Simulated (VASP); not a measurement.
# SnO2 (Pnnm) in VASP: notebook

SnO2 is run at these levels: LDA; tasks: single point.

All numbers are computed with VASP 6.6.1; they aren't measurements. Logs are shortened: lines on timing, memory, paths and dates and some standing lists are left out, and cuts for length are marked.

## 1. The cell of the first run

Symmetry: Pnnm, No. 58, orthorhombic system. The conventional cell has a = 4.469 Å, b = 5.042 Å, c = 3.406 Å, α = 90.00°, β = 90.00°, γ = 90.00°. Sn (site symmetry 2/m) has 6 O at 2.08 to 2.14 Å within 2.8 Å. O (site symmetry m) has 3 Sn at 2.08 to 2.14 Å and 5 O at 2.58 to 2.88 Å within 2.9 Å.

## 2. Single point, LDA (12.79 Å³/atom)

INCAR

```
ALGO = Normal
EDIFF = 1E-7
ENCUT = 520
GGA = CA
ISIF = 2
ISMEAR = 0
LASPH = T
LCHARG = T
LELF = T
LREAL = F
LVHAR = T
LWAVE = F
NBANDS = 35
NELM = 60
PREC = Accurate
SIGMA = 0.05
```

KPOINTS

```
k-points
0
Gamma
  6 6 10
```

POSCAR

```
SnO2
1.0
    4.4687532592      0.0000000000      0.0000000000
    0.0000000000      5.0419983967      0.0000000000
    0.0000000000      0.0000000000      3.4059064555
Sn O
2 4
Direct
    0.5000000000      0.5000000000      0.5000000000
    0.0000000000      0.0000000000      0.0000000000
    0.3046577360      0.3114655650      0.0000000000
    0.8046577360      0.1885344350      0.5000000000
    0.1953422640      0.8114655650      0.5000000000
    0.6953422640      0.6885344350      0.0000000000
```

Potentials or basis: VASP PAW LDA potentials, release 64 (Sn_d, O).

On the command line:

```bash
$ cat potpaw_LDA.64/Sn_d/POTCAR potpaw_LDA.64/O/POTCAR > POTCAR
$ mpirun -np 1 vasp_std > vasp.out
```

OUTCAR:

```text
EDIFF = 1E-7
   ENCUT = 520
   GGA = CA
   ISIF = 2
   ISMEAR = 0
   LASPH = T
   LREAL = F
   NELM = 60
   PREC = Accurate

 ion  position               nearest neighbor table
   1  0.500  0.500  0.500-   4 2.08   5 2.08   3 2.14   6 2.14   3 2.14   6 2.14
   2  0.000  0.000  0.000-   3 2.08   6 2.08   5 2.14   4 2.14   4 2.14   5 2.14
   3  0.305  0.311  0.000-   2 2.08   1 2.14   1 2.14
   4  0.805  0.189  0.500-   1 2.08   2 2.14   2 2.14
   5  0.195  0.811  0.500-   1 2.08   2 2.14   2 2.14
   6  0.695  0.689  0.000-   2 2.08   1 2.14   1 2.14

  LATTYP: Found a simple orthorhombic cell.
 ALAT       =     3.4059064555
 B/A-ratio  =     1.3120598929
 C/A-ratio  =     1.4803690185

  Lattice vectors:

 A1 = (   0.0000000000,   0.0000000000,   3.4059064555)
 A2 = (   4.4687532592,   0.0000000000,   0.0000000000)
 A3 = (   0.0000000000,   5.0419983967,   0.0000000000)

Analysis of symmetry for initial positions (statically):
=====================================================================
 Subroutine PRICEL returns:
 Original cell was already a primitive cell.

 Routine SETGRP: Setting up the symmetry group for a
 simple orthorhombic supercell.

 Subroutine GETGRP returns: Found  8 space group operations
 (whereof  4 operations were pure point group operations)
 out of a pool of  8 trial point group operations.

The static configuration has the point symmetry C_2h.
 The point group associated with its full space group is D_2h.

Analysis of symmetry for dynamics (positions and initial velocities):
=====================================================================
 Subroutine PRICEL returns:
 Original cell was already a primitive cell.

 Routine SETGRP: Setting up the symmetry group for a
 simple orthorhombic supercell.

 Subroutine GETGRP returns: Found  8 space group operations
 (whereof  4 operations were pure point group operations)
 out of a pool of  8 trial point group operations.

The dynamic configuration has the point symmetry C_2h.
 The point group associated with its full space group is D_2h.

 Subroutine INISYM returns: Found  8 space group operations
 (whereof  4 operations are pure point group operations),
 and found     1 'primitive' translations

----------------------------------------------------------------------------------------

                                     Primitive cell

  volume of cell :      76.7400

  direct lattice vectors                    reciprocal lattice vectors
     4.468753259  0.000000000  0.000000000     0.223776061  0.000000000  0.000000000
     0.000000000  5.041998397  0.000000000     0.000000000  0.198334058  0.000000000
     0.000000000  0.000000000  3.405906455     0.000000000  0.000000000  0.293607594

  length of vectors
     4.468753259  5.041998397  3.405906455     0.223776061  0.198334058  0.293607594

  position of ions in fractional coordinates (direct lattice)
     0.500000000  0.500000000  0.500000000
     0.000000000  0.000000000  0.000000000
     0.304657736  0.311465565  0.000000000
     0.804657736  0.188534435  0.500000000
     0.195342264  0.811465565  0.500000000
     0.695342264  0.688534435  0.000000000

  ion indices of the primitive-cell ions
   primitive index   ion index
                 1           1
                 2           2
                 3           3
                 4           4
                 5           5
                 6           6

----------------------------------------------------------------------------------------

 KPOINTS: k-points

Automatic generation of k-mesh.
 Grid dimensions read from file:
 generate k-points for:    6    6   10

 Generating k-lattice:

  Cartesian coordinates                     Fractional coordinates (reciprocal lattice)
     0.037296010  0.000000000  0.000000000     0.166666667  0.000000000  0.000000000
     0.000000000  0.033055676  0.000000000     0.000000000  0.166666667  0.000000000
     0.000000000  0.000000000  0.029360759     0.000000000  0.000000000  0.100000000

  Length of vectors
     0.037296010  0.033055676  0.029360759

  Shift w.r.t. Gamma in fractional coordinates (k-lattice)
     0.000000000  0.000000000  0.000000000

 Subroutine IBZKPT returns following result:
 ===========================================

 Found     96 irreducible k-points:

 Following reciprocal coordinates:
            Coordinates               Weight
  0.000000  0.000000  0.000000      1.000000
  0.166667  0.000000  0.000000      2.000000
  0.333333  0.000000  0.000000      2.000000
  0.500000  0.000000  0.000000      1.000000
  0.000000  0.166667  0.000000      2.000000
  0.166667  0.166667  0.000000      4.000000
[... 16 lines left out ...]
  0.333333  0.166667  0.100000      8.000000
  0.500000  0.166667  0.100000      4.000000
 [... further k-points ...]
   k-points           NKPTS =     96   k-points in BZ     NKDIM =     96   number of bands    NBANDS=     35
   number of dos      NEDOS =    301   number of ions     NIONS =      6
   total plane-waves  NPLWV =  40320
   dimension x,y,z NGX =    36 NGY =   40 NGZ =   28
   dimension x,y,z NGXF=    72 NGYF=   80 NGZF=   56
   ions per type =               2   4
   NGX,Y,Z   is equivalent  to a cutoff of  13.39, 13.19, 13.67 a.u.
   NGXF,Y,Z  is equivalent  to a cutoff of  26.79, 26.38, 27.33 a.u.
 SYSTEM =  unknown system
   PREC   = accura    normal or accurate (medium, high low for compatibility)
   ISTART =      0    job   : 0-new  1-cont  2-samecut
   ICHARG =      2    charge: 1-file 2-atom 10-const
   ISPIN  =      1    spin polarized calculation?
   LNONCOLLINEAR =      F non collinear calculations
   LSORBIT =      F    spin-orbit coupling
   LASPH  =      T    aspherical Exc in radial PAW
   ENCUT  =  520.0 eV  38.22 Ry    6.18 a.u.   8.31  9.37  6.33*2*pi/ulx,y,z
   NELM   =     60;   NELMIN=  2; NELMDL= -5     # of ELM steps
   EDIFF  = 0.1E-06   stopping-criterion for ELM
   LREAL  =      F    real-space projection
   EDIFFG = 0.1E-05   stopping-criterion for IOM
   NSW    =      0    number of steps for IOM
   IBRION =     -1    ionic relax: 0-MD 1-quasi-New 2-CG
   NFREE  =      0    steps in history (QN), initial steepest desc. (CG)
   ISIF   =      2    stress and relaxation
   ISYM   =      2    0-nonsym 1-usesym 2-fastsym
   POTIM  = 0.5000    time-step for ionic-motion
   TEBEG  =    0.0;   TEEND  =   0.0 temperature during run
   PSTRESS=    0.0 pullay stress
   NELECT =      52.0000    total number of electrons
   NUPDOWN=      -1.0000    fix difference up-down
   EMIN   =  10.00;   EMAX   =-10.00  energy-range for DOS
   EFERMI =   0.00;   METHOD = LEGACY
   ISMEAR =     0;   SIGMA  =   0.05  broadening in eV -4-tet -1-fermi 0-gaus
   EFERMI_NEDOS =   21; number of points for ismear=-14 and -15
   IALGO  =     38    algorithm
   IMIX   =      4    mixing-type and parameters
     AMIX     =   0.40;   BMIX     =  1.00
     AMIX_MAG =   1.60;   BMIX_MAG =  1.00
  volume/ion in A,a.u.               =      12.79        86.31
  Fermi-wavevector in a.u.,A,eV,Ry     =   1.437922  2.717279 28.131676  2.067620
  Thomas-Fermi vector in A             =   2.556946
   LORBIT       =      0    0 simple, 1 ext, 2 COOP (PROOUT), +10 PAW based schemes
   GGA     = CA    functional components
   LHFCALC =     F    Hartree Fock is set to
   AEXX    =    0.0000 exact exchange contribution
   IVDW    =     0    specifies the selected vdW correction
   LEPSILON=     F    determine dielectric tensor
   LRPA    =     F    only Hartree local field effects (RPA)
 non-spin polarized calculation
 Gauss-broadening in eV      SIGMA  =   0.05
  energy-cutoff  :      520.00
  volume of cell :       76.74
 maximum number of plane-waves:      2090
 NGX is ok and might be reduce to    36
   NGX = 17   NGY = 19   NGZ = 13

 number of electron      51.9999993 magnetization

 Free energy of the ion-electron system (eV)
  ---------------------------------------------------
  ext. energy  EPLUGINS =         0.00000000
  ---------------------------------------------------
  free energy    TOTEN  =       -41.77485987 eV

  energy without entropy =      -41.77485966  energy(sigma->0) =      -41.77485977

 E-fermi :   5.1318     XC(G=0): -11.4681

 val. band max:        4.9995474402   @ k =   0.0000   0.0000   0.0000
 cond. band min:       5.2605648760   @ k =   0.0000   0.0000   0.0000
 fundamental gap:      0.2610174358
 Fermi energy:         5.1317779961

 k-point     1 :       0.0000    0.0000    0.0000
  band No.  band energies     occupation
      1     -15.7710      2.00000
      2     -15.1418      2.00000
      3     -15.0602      2.00000
      4     -15.0360      2.00000
      5     -15.0322      2.00000
      6     -15.0288      2.00000
[... 27 lines left out ...]
     34      16.5043      0.00000
     35      16.7058      0.00000

 k-point     2 :       0.1667    0.0000    0.0000
  band No.  band energies     occupation
      1     -15.7372      2.00000
      2     -15.1802      2.00000
      3     -15.0609      2.00000
      4     -15.0506      2.00000
      5     -15.0341      2.00000
      6     -15.0311      2.00000
[... 27 lines left out ...]
     34      16.6917      0.00000
     35      16.7833      0.00000

 k-point     3 :       0.3333    0.0000    0.0000
  band No.  band energies     occupation
      1     -15.6389      2.00000
      2     -15.3148      2.00000
      3     -15.0647      2.00000
      4     -15.0626      2.00000
      5     -15.0304      2.00000
      6     -15.0290      2.00000
[... 27 lines left out ...]
     34      17.1325      0.00000
     35      17.1411      0.00000
[... 723 lines left out ...]
 k-point    23 :       0.3333    0.1667    0.1000
  band No.  band energies     occupation
      1     -15.6081      2.00000
      2     -15.3530      2.00000
      3     -15.0906      2.00000
      4     -15.0891      2.00000
      5     -15.0332      2.00000
      6     -15.0119      2.00000
[... 27 lines left out ...]
     34      16.7239      0.00000
     35      17.1482      0.00000

 k-point    24 :       0.5000    0.1667    0.1000
  band No.  band energies     occupation
      1     -15.4926      2.00000
      2     -15.4926      2.00000
      3     -15.0915      2.00000
      4     -15.0915      2.00000
      5     -15.0205      2.00000
      6     -15.0205      2.00000
[... 27 lines left out ...]
     34      16.0864      0.00000
     35      17.6380      0.00000

 [... further k-points ...]

------------------------ aborting loop because EDIFF is reached ----------------------------------------

  FORCE on cell =-STRESS in cart. coord.  units (eV):
  Direction    XX          YY          ZZ          XY          YZ          ZX
  --------------------------------------------------------------------------------------
  -------------------------------------------------------------------------------------
  Total       -2.8296028     -7.1427567    -11.0485724     -0.0000000      0.0000000      0.0000000
  in kB      -59.0764324   -149.1264378   -230.6720389     -0.0000000      0.0000000      0.0000000
  external PRESSURE =    -146.2916364 kB  Pullay stress =       0.0000000 kB

 VOLUME and BASIS-vectors are now :
 -----------------------------------------------------------------------------
  energy-cutoff  :      520.00
  volume of cell :       76.74
      direct lattice vectors                 reciprocal lattice vectors
     4.468753259  0.000000000  0.000000000     0.223776061  0.000000000  0.000000000
     0.000000000  5.041998397  0.000000000     0.000000000  0.198334058  0.000000000
     0.000000000  0.000000000  3.405906455     0.000000000  0.000000000  0.293607594

 POSITION                                       TOTAL-FORCE (eV/Angst)
 -----------------------------------------------------------------------------------
      2.23438      2.52100      1.70295        -0.000000      0.000000      0.000000
      0.00000      0.00000      0.00000        -0.000000      0.000000      0.000000
      1.36144      1.57041      0.00000        -0.005645     -0.000349     -0.000000
      3.59582      0.95059      1.70295        -0.005645      0.000349     -0.000000
      0.87294      4.09141      1.70295         0.005645     -0.000349     -0.000000
      3.10731      3.47159      0.00000         0.005645      0.000349      0.000000
 -----------------------------------------------------------------------------------
    total drift:                                0.000000     -0.000000      0.000000

  FREE ENERGIE OF THE ION-ELECTRON SYSTEM (eV)
  ---------------------------------------------------
  free  energy   TOTEN  =       -41.7748598732 eV

  energy  without entropy=      -41.7748596618  energy(sigma->0) =      -41.77485977
```

It took 5 min on 1 thread of Intel Xeon 8259CL, shared host; peak memory 0.3 GiB.

What came out:

- Free energy: -41.7749 eV
- Pressure: -14.6 GPa
- Largest force: 0.006 eV/Å
- Band gap on the k mesh: 0.26 eV

Forces in eV/Å, atoms in the order of the input:
```
Sn   0.000  0.000  0.000
Sn   0.000  0.000  0.000
O   -0.006  0.000  0.000
O   -0.006  0.000  0.000
O    0.006  0.000  0.000
O    0.006  0.000  0.000
```

Caveat: the cell stands under tension; spin-orbit coupling is left out, which moves the levels of the heavy elements.

(Continued in part 2 of 3.)
